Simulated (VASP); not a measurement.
# C (Fd-3m) in VASP: notebook, part 2 of 3

VASP 6.6.1. The steps go on from the part before.

## 3. Single point, PBE

This run uses another cell than the first one, of 5.64 Å³/atom, 1.031 times its volume.

INCAR reads:

```
PREC = Accurate
ENCUT = 520
EDIFF = 1E-7
ISMEAR = -1
SIGMA = 0.02
LREAL = False
LASPH = True
NELM = 100
ALGO = Normal
ISIF = 2
LWAVE = False
LCHARG = False
GGA = PE
NBANDS = 11
```

KPOINTS reads:

```
regular mesh
0
Gamma
  12 12 12
```

POSCAR reads:

```
C
1.0
    0.0000000000      1.7801241425      1.7801241425
    1.7801241425      0.0000000000      1.7801241425
    1.7801241425      1.7801241425      0.0000000000
C
2
Direct
    0.0000000000      0.0000000000      0.0000000000
    0.2500000000      0.2500000000      0.2500000000
```

Potentials or basis: VASP PAW PBE potentials, release 64 (C).

On the command line:

```bash
> cat potpaw_PBE.64/C/POTCAR > POTCAR
> mpirun -np 1 vasp_std > vasp.out
```

OUTCAR:

```text
PREC = Accurate
   ENCUT = 520
   EDIFF = 1E-7
   ISMEAR = -1
   LREAL = False
   LASPH = True
   NELM = 100
   ISIF = 2
   GGA = PE

 ion  position               nearest neighbor table
   1  0.000  0.000  0.000-   2 1.54   2 1.54   2 1.54   2 1.54
   2  0.250  0.250  0.250-   1 1.54   1 1.54   1 1.54   1 1.54

  LATTYP: Found a face centered cubic cell.
 ALAT       =     3.5602482850

  Lattice vectors:

 A1 = (   0.0000000000,   1.7801241425,   1.7801241425)
 A2 = (   1.7801241425,   0.0000000000,   1.7801241425)
 A3 = (   1.7801241425,   1.7801241425,   0.0000000000)

Analysis of symmetry for initial positions (statically):
=====================================================================
 Subroutine PRICEL returns:
 Original cell was already a primitive cell.

 Routine SETGRP: Setting up the symmetry group for a
 face centered cubic supercell.

 Subroutine GETGRP returns: Found 48 space group operations
 (whereof 24 operations were pure point group operations)
 out of a pool of 48 trial point group operations.

The static configuration has the point symmetry T_d .
 The point group associated with its full space group is O_h .

Analysis of symmetry for dynamics (positions and initial velocities):
=====================================================================
 Subroutine PRICEL returns:
 Original cell was already a primitive cell.

 Routine SETGRP: Setting up the symmetry group for a
 face centered cubic supercell.

 Subroutine GETGRP returns: Found 48 space group operations
 (whereof 24 operations were pure point group operations)
 out of a pool of 48 trial point group operations.

The dynamic configuration has the point symmetry T_d .
 The point group associated with its full space group is O_h .

 Subroutine INISYM returns: Found 48 space group operations
 (whereof 24 operations are pure point group operations),
 and found     1 'primitive' translations

----------------------------------------------------------------------------------------

                                     Primitive cell

  volume of cell :      11.2819

  direct lattice vectors                    reciprocal lattice vectors
     0.000000000  1.780124143  1.780124143    -0.280879287  0.280879287  0.280879287
     1.780124143  0.000000000  1.780124143     0.280879287 -0.280879287  0.280879287
     1.780124143  1.780124143  0.000000000     0.280879287  0.280879287 -0.280879287

  length of vectors
     2.517475705  2.517475705  2.517475705     0.486497196  0.486497196  0.486497196

  position of ions in fractional coordinates (direct lattice)
     0.000000000  0.000000000  0.000000000
     0.250000000  0.250000000  0.250000000

  ion indices of the primitive-cell ions
   primitive index   ion index
                 1           1
                 2           2

----------------------------------------------------------------------------------------

 KPOINTS: regular mesh

Automatic generation of k-mesh.
 Grid dimensions read from file:
[... 23 lines left out ...]
  0.083333  0.000000  0.000000      8.000000
  0.166667  0.000000  0.000000      8.000000
  0.250000  0.000000  0.000000      8.000000
  0.333333  0.000000  0.000000      8.000000
  0.416667  0.000000  0.000000      8.000000
[... 16 lines left out ...]
  0.500000  0.166667  0.000000     24.000000
 -0.416667  0.166667  0.000000     24.000000
 [... further k-points ...]
   k-points           NKPTS =     72   k-points in BZ     NKDIM =     72   number of bands    NBANDS=     11
   number of dos      NEDOS =    301   number of ions     NIONS =      2
   total plane-waves  NPLWV =   8000
   dimension x,y,z NGX =    20 NGY =   20 NGZ =   20
   dimension x,y,z NGXF=    40 NGYF=   40 NGZF=   40
   ions per type =               2
   NGX,Y,Z   is equivalent  to a cutoff of  13.21, 13.21, 13.21 a.u.
   NGXF,Y,Z  is equivalent  to a cutoff of  26.41, 26.41, 26.41 a.u.
 SYSTEM =  unknown system
   PREC   = accura    normal or accurate (medium, high low for compatibility)
   ISTART =      0    job   : 0-new  1-cont  2-samecut
   ICHARG =      2    charge: 1-file 2-atom 10-const
   ISPIN  =      1    spin polarized calculation?
   LNONCOLLINEAR =      F non collinear calculations
   LSORBIT =      F    spin-orbit coupling
   LASPH  =      T    aspherical Exc in radial PAW
   ENCUT  =  520.0 eV  38.22 Ry    6.18 a.u.   4.68  4.68  4.68*2*pi/ulx,y,z
   NELM   =    100;   NELMIN=  2; NELMDL= -5     # of ELM steps
   EDIFF  = 0.1E-06   stopping-criterion for ELM
   LREAL  =      F    real-space projection
   EDIFFG = 0.1E-05   stopping-criterion for IOM
   NSW    =      0    number of steps for IOM
   IBRION =     -1    ionic relax: 0-MD 1-quasi-New 2-CG
   NFREE  =      0    steps in history (QN), initial steepest desc. (CG)
   ISIF   =      2    stress and relaxation
   ISYM   =      2    0-nonsym 1-usesym 2-fastsym
   POTIM  = 0.5000    time-step for ionic-motion
   TEBEG  =    0.0;   TEEND  =   0.0 temperature during run
   PSTRESS=    0.0 pullay stress
   NELECT =       8.0000    total number of electrons
   NUPDOWN=      -1.0000    fix difference up-down
   EMIN   =  10.00;   EMAX   =-10.00  energy-range for DOS
   EFERMI =   0.00;   METHOD = LEGACY
   ISMEAR =    -1;   SIGMA  =   0.02  broadening in eV -4-tet -1-fermi 0-gaus
   EFERMI_NEDOS =   21; number of points for ismear=-14 and -15
   IALGO  =     38    algorithm
   IMIX   =      4    mixing-type and parameters
     AMIX     =   0.40;   BMIX     =  1.00
     AMIX_MAG =   1.60;   BMIX_MAG =  1.00
  volume/ion in A,a.u.               =       5.64        38.07
  Fermi-wavevector in a.u.,A,eV,Ry     =   1.459860  2.758735 28.996616  2.131191
  Thomas-Fermi vector in A             =   2.576377
   LORBIT       =      0    0 simple, 1 ext, 2 COOP (PROOUT), +10 PAW based schemes
   GGA     = PE    functional components
   LHFCALC =     F    Hartree Fock is set to
   AEXX    =    0.0000 exact exchange contribution
   IVDW    =     0    specifies the selected vdW correction
   LEPSILON=     F    determine dielectric tensor
   LRPA    =     F    only Hartree local field effects (RPA)
 non-spin polarized calculation
  energy-cutoff  :      520.00
  volume of cell :       11.28
 maximum number of plane-waves:       313
   NGX =  9   NGY =  9   NGZ =  9

 number of electron       7.9999999 magnetization

 Free energy of the ion-electron system (eV)
  ---------------------------------------------------
  ext. energy  EPLUGINS =         0.00000000
  ---------------------------------------------------
  free energy    TOTEN  =       -18.18374909 eV

  energy without entropy =      -18.18374909  energy(sigma->0) =      -18.18374909

 E-fermi :  10.2874     XC(G=0): -13.2784

 val. band max:        9.8093147642   @ k =   0.0000   0.0000   0.0000
 cond. band min:      13.9747321728   @ k =   0.3333   0.3333   0.0000
 fundamental gap:      4.1654174086
 Fermi energy:        10.2873586820

 k-point     1 :       0.0000    0.0000    0.0000
  band No.  band energies     occupation
      1     -11.7417      2.00000
      2       9.8093      2.00000
      3       9.8093      2.00000
      4       9.8093      2.00000
      5      15.4142      0.00000
      6      15.4142      0.00000
      7      15.4142      0.00000
      8      23.2668      0.00000
      9      29.1732      0.00000
     10      36.4038      0.00000
     11      36.4038      0.00000
[... 309 lines left out ...]
 k-point    24 :      -0.4167    0.1667    0.0000
  band No.  band energies     occupation
      1      -5.5273      2.00000
      2      -2.7725      2.00000
      3       4.3125      2.00000
      4       6.2029      2.00000
      5      17.3685      0.00000
      6      20.0756      0.00000
      7      21.0856      0.00000
      8      25.3172      0.00000
      9      29.3212      0.00000
     10      34.0578      0.00000
     11      34.4874      0.00000

 [... further k-points ...]

------------------------ aborting loop because EDIFF is reached ----------------------------------------

  FORCE on cell =-STRESS in cart. coord.  units (eV):
  Direction    XX          YY          ZZ          XY          YZ          ZX
  --------------------------------------------------------------------------------------
  -------------------------------------------------------------------------------------
  Total        0.3454028      0.3454028      0.3454028      0.0000000      0.0000000     -0.0000000
  in kB       49.0518674     49.0518674     49.0518674      0.0000000      0.0000000     -0.0000000
  external PRESSURE =      49.0518674 kB  Pullay stress =       0.0000000 kB

 VOLUME and BASIS-vectors are now :
 -----------------------------------------------------------------------------
  energy-cutoff  :      520.00
  volume of cell :       11.28
      direct lattice vectors                 reciprocal lattice vectors
     0.000000000  1.780124143  1.780124143    -0.280879287  0.280879287  0.280879287
     1.780124143  0.000000000  1.780124143     0.280879287 -0.280879287  0.280879287
     1.780124143  1.780124143  0.000000000     0.280879287  0.280879287 -0.280879287

 POSITION                                       TOTAL-FORCE (eV/Angst)
 -----------------------------------------------------------------------------------
      0.00000      0.00000      0.00000         0.000000     -0.000000     -0.000000
      0.89006      0.89006      0.89006        -0.000000      0.000000      0.000000
 -----------------------------------------------------------------------------------
    total drift:                                0.000000      0.000000      0.000000

  FREE ENERGIE OF THE ION-ELECTRON SYSTEM (eV)
  ---------------------------------------------------
  free  energy   TOTEN  =       -18.1837490881 eV

  energy  without entropy=      -18.1837490881  energy(sigma->0) =      -18.18374909
```

It took 12 s on 1 thread of AMD EPYC 7R43 (Zen 3), shared host; peak memory 0.08 GiB.

Results:

- Free energy: -18.1837 eV
- Pressure: 4.9 GPa
- Band gap on the k mesh: 4.17 eV, indirect (least direct gap 5.60 eV)

A k mesh can miss the band edges. Expect the measured gap to be larger: semilocal functionals such as PBE lack the derivative discontinuity.

## 4. Single point, PBE (strain +1.0%)

INCAR reads:

```
ALGO = Normal
EDIFF = 1E-6
ENCUT = 520
GGA = PE
ISIF = 2
ISMEAR = -1
LASPH = True
LCHARG = True
LELF = True
LREAL = False
LVHAR = True
LWAVE = False
NBANDS = 11
NELM = 100
PREC = Accurate
SIGMA = 0.02
```

KPOINTS reads:

```
k-points
0
Gamma
  12 12 12
```

POSCAR reads:

```
C
1.0
    0.0000000000      1.7979253840      1.7979253840
    1.7979253840      0.0000000000      1.7979253840
    1.7979253840      1.7979253840      0.0000000000
C
2
Direct
    0.0000000000      0.0000000000      0.0000000000
    0.2500000000      0.2500000000      0.2500000000
```

Potentials or basis: VASP PAW PBE potentials, release 64 (C).

On the command line:

```bash
> cat potpaw_PBE.64/C/POTCAR > POTCAR
> mpirun -np 1 vasp_std > vasp.out
```

OUTCAR:

```text
EDIFF = 1E-6
   ENCUT = 520
   GGA = PE
   ISIF = 2
   ISMEAR = -1
   LASPH = True
   LREAL = False
   NELM = 100
   PREC = Accurate

 ion  position               nearest neighbor table
   1  0.000  0.000  0.000-   2 1.56   2 1.56   2 1.56   2 1.56
   2  0.250  0.250  0.250-   1 1.56   1 1.56   1 1.56   1 1.56

  LATTYP: Found a face centered cubic cell.
 ALAT       =     3.5958507680

  Lattice vectors:

 A1 = (   0.0000000000,   1.7979253840,   1.7979253840)
 A2 = (   1.7979253840,   0.0000000000,   1.7979253840)
 A3 = (   1.7979253840,   1.7979253840,   0.0000000000)

Analysis of symmetry for initial positions (statically):
=====================================================================
 Subroutine PRICEL returns:
 Original cell was already a primitive cell.

 Routine SETGRP: Setting up the symmetry group for a
 face centered cubic supercell.

 Subroutine GETGRP returns: Found 48 space group operations
 (whereof 24 operations were pure point group operations)
 out of a pool of 48 trial point group operations.

The static configuration has the point symmetry T_d .
 The point group associated with its full space group is O_h .

Analysis of symmetry for dynamics (positions and initial velocities):
=====================================================================
 Subroutine PRICEL returns:
 Original cell was already a primitive cell.

 Routine SETGRP: Setting up the symmetry group for a
 face centered cubic supercell.

 Subroutine GETGRP returns: Found 48 space group operations
 (whereof 24 operations were pure point group operations)
 out of a pool of 48 trial point group operations.

The dynamic configuration has the point symmetry T_d .
 The point group associated with its full space group is O_h .

 Subroutine INISYM returns: Found 48 space group operations
 (whereof 24 operations are pure point group operations),
 and found     1 'primitive' translations

----------------------------------------------------------------------------------------

                                     Primitive cell

  volume of cell :      11.6237

  direct lattice vectors                    reciprocal lattice vectors
     0.000000000  1.797925384  1.797925384    -0.278098304  0.278098304  0.278098304
     1.797925384  0.000000000  1.797925384     0.278098304 -0.278098304  0.278098304
     1.797925384  1.797925384  0.000000000     0.278098304  0.278098304 -0.278098304

  length of vectors
     2.542650462  2.542650462  2.542650462     0.481680392  0.481680392  0.481680392

  position of ions in fractional coordinates (direct lattice)
     0.000000000  0.000000000  0.000000000
     0.250000000  0.250000000  0.250000000

  ion indices of the primitive-cell ions
   primitive index   ion index
                 1           1
                 2           2

----------------------------------------------------------------------------------------

 KPOINTS: k-points

Automatic generation of k-mesh.
 Grid dimensions read from file:
 generate k-points for:   12   12   12

 Generating k-lattice:

  Cartesian coordinates                     Fractional coordinates (reciprocal lattice)
    -0.023174859  0.023174859  0.023174859     0.083333333  0.000000000  0.000000000
[... 38 lines left out ...]
  0.500000  0.166667  0.000000     24.000000
 -0.416667  0.166667  0.000000     24.000000
 [... further k-points ...]
   k-points           NKPTS =     72   k-points in BZ     NKDIM =     72   number of bands    NBANDS=     11
   number of dos      NEDOS =    301   number of ions     NIONS =      2
   total plane-waves  NPLWV =   8000
   dimension x,y,z NGX =    20 NGY =   20 NGZ =   20
   dimension x,y,z NGXF=    40 NGYF=   40 NGZF=   40
   ions per type =               2
   NGX,Y,Z   is equivalent  to a cutoff of  13.08, 13.08, 13.08 a.u.
   NGXF,Y,Z  is equivalent  to a cutoff of  26.15, 26.15, 26.15 a.u.
 SYSTEM =  unknown system
   PREC   = accura    normal or accurate (medium, high low for compatibility)
   ISTART =      0    job   : 0-new  1-cont  2-samecut
   ICHARG =      2    charge: 1-file 2-atom 10-const
   ISPIN  =      1    spin polarized calculation?
   LNONCOLLINEAR =      F non collinear calculations
   LSORBIT =      F    spin-orbit coupling
   LASPH  =      T    aspherical Exc in radial PAW
   ENCUT  =  520.0 eV  38.22 Ry    6.18 a.u.   4.73  4.73  4.73*2*pi/ulx,y,z
   NELM   =    100;   NELMIN=  2; NELMDL= -5     # of ELM steps
   EDIFF  = 0.1E-05   stopping-criterion for ELM
   LREAL  =      F    real-space projection
   EDIFFG = 0.1E-04   stopping-criterion for IOM
   NSW    =      0    number of steps for IOM
   IBRION =     -1    ionic relax: 0-MD 1-quasi-New 2-CG
   NFREE  =      0    steps in history (QN), initial steepest desc. (CG)
   ISIF   =      2    stress and relaxation
   ISYM   =      2    0-nonsym 1-usesym 2-fastsym
   POTIM  = 0.5000    time-step for ionic-motion
   TEBEG  =    0.0;   TEEND  =   0.0 temperature during run
   PSTRESS=    0.0 pullay stress
   NELECT =       8.0000    total number of electrons
   NUPDOWN=      -1.0000    fix difference up-down
   EMIN   =  10.00;   EMAX   =-10.00  energy-range for DOS
   EFERMI =   0.00;   METHOD = LEGACY
   ISMEAR =    -1;   SIGMA  =   0.02  broadening in eV -4-tet -1-fermi 0-gaus
   EFERMI_NEDOS =   21; number of points for ismear=-14 and -15
   IALGO  =     38    algorithm
   IMIX   =      4    mixing-type and parameters
     AMIX     =   0.40;   BMIX     =  1.00
     AMIX_MAG =   1.60;   BMIX_MAG =  1.00
  volume/ion in A,a.u.               =       5.81        39.22
  Fermi-wavevector in a.u.,A,eV,Ry     =   1.445406  2.731421 28.425268  2.089198
  Thomas-Fermi vector in A             =   2.563591
   LORBIT       =      0    0 simple, 1 ext, 2 COOP (PROOUT), +10 PAW based schemes
   GGA     = PE    functional components
   LHFCALC =     F    Hartree Fock is set to
   AEXX    =    0.0000 exact exchange contribution
   IVDW    =     0    specifies the selected vdW correction
   LEPSILON=     F    determine dielectric tensor
   LRPA    =     F    only Hartree local field effects (RPA)
 non-spin polarized calculation
  energy-cutoff  :      520.00
  volume of cell :       11.62
 maximum number of plane-waves:       331
   NGX =  9   NGY =  9   NGZ =  9

 number of electron       8.0000000 magnetization

 Free energy of the ion-electron system (eV)
  ---------------------------------------------------
  ext. energy  EPLUGINS =         0.00000000
  ---------------------------------------------------
  free energy    TOTEN  =       -18.18073359 eV

  energy without entropy =      -18.18073359  energy(sigma->0) =      -18.18073359

 E-fermi :   9.8828     XC(G=0): -13.1288

 val. band max:        9.3802818544   @ k =   0.0000   0.0000   0.0000
 cond. band min:      13.4783620791   @ k =   0.3333   0.3333   0.0000
 fundamental gap:      4.0980802247
 Fermi energy:         9.8828169142

 k-point     1 :       0.0000    0.0000    0.0000
  band No.  band energies     occupation
      1     -11.7719      2.00000
      2       9.3803      2.00000
      3       9.3803      2.00000
      4       9.3803      2.00000
      5      14.9033      0.00000
      6      14.9033      0.00000
      7      14.9033      0.00000
      8      22.1579      0.00000
      9      28.3656      0.00000
     10      35.6492      0.00000
     11      35.6492      0.00000
[... 309 lines left out ...]
 k-point    24 :      -0.4167    0.1667    0.0000
  band No.  band energies     occupation
      1      -5.7245      2.00000
      2      -2.9093      2.00000
      3       4.0077      2.00000
      4       5.8762      2.00000
      5      16.8101      0.00000
      6      19.4542      0.00000
      7      20.2744      0.00000
      8      24.5299      0.00000
      9      28.5540      0.00000
     10      33.2988      0.00000
     11      33.5005      0.00000

 [... further k-points ...]

------------------------ aborting loop because EDIFF is reached ----------------------------------------

  FORCE on cell =-STRESS in cart. coord.  units (eV):
  Direction    XX          YY          ZZ          XY          YZ          ZX
  --------------------------------------------------------------------------------------
  -------------------------------------------------------------------------------------
  Total       -0.5719914     -0.5719914     -0.5719914     -0.0000000     -0.0000000      0.0000000
  in kB      -78.8415364    -78.8415364    -78.8415364     -0.0000000     -0.0000000      0.0000000
  external PRESSURE =     -78.8415364 kB  Pullay stress =       0.0000000 kB

 VOLUME and BASIS-vectors are now :
 -----------------------------------------------------------------------------
  energy-cutoff  :      520.00
  volume of cell :       11.62
      direct lattice vectors                 reciprocal lattice vectors
     0.000000000  1.797925384  1.797925384    -0.278098304  0.278098304  0.278098304
     1.797925384  0.000000000  1.797925384     0.278098304 -0.278098304  0.278098304
     1.797925384  1.797925384  0.000000000     0.278098304  0.278098304 -0.278098304

 POSITION                                       TOTAL-FORCE (eV/Angst)
 -----------------------------------------------------------------------------------
      0.00000      0.00000      0.00000        -0.000000     -0.000000     -0.000000
      0.89896      0.89896      0.89896         0.000000      0.000000      0.000000
 -----------------------------------------------------------------------------------
    total drift:                                0.000000      0.000000      0.000000

  FREE ENERGIE OF THE ION-ELECTRON SYSTEM (eV)
  ---------------------------------------------------
  free  energy   TOTEN  =       -18.1807335923 eV

  energy  without entropy=      -18.1807335923  energy(sigma->0) =      -18.18073359
```

stdout:

```text
POSCAR found type information on POSCAR C
 POSCAR found :  1 types and       2 ions
 scaLAPACK will be used
 LDA part: xc-table for (Slater+PW92), standard interpolation
 POSCAR, INCAR and KPOINTS ok, starting setup
 FFT: planning ... GRIDC
 FFT: planning ... GRID_SOFT
 FFT: planning ... GRID
 WAVECAR not read
 entering main loop
```

Wall time 11 s (1 thread of AMD EPYC 7R43 (Zen 3), shared host); peak memory 0.08 GiB.

Results:

```yaml
Free_energy: -18.1807 eV
Pressure: -7.9 GPa
Band_gap_on_the_k_mesh: 4.10 eV, indirect (least direct gap 5.52 eV)
```

Caveat: the cell differs from its parent crystal (strain +1.0%). A k mesh can miss the band edges.

[end of part 2 of 3]
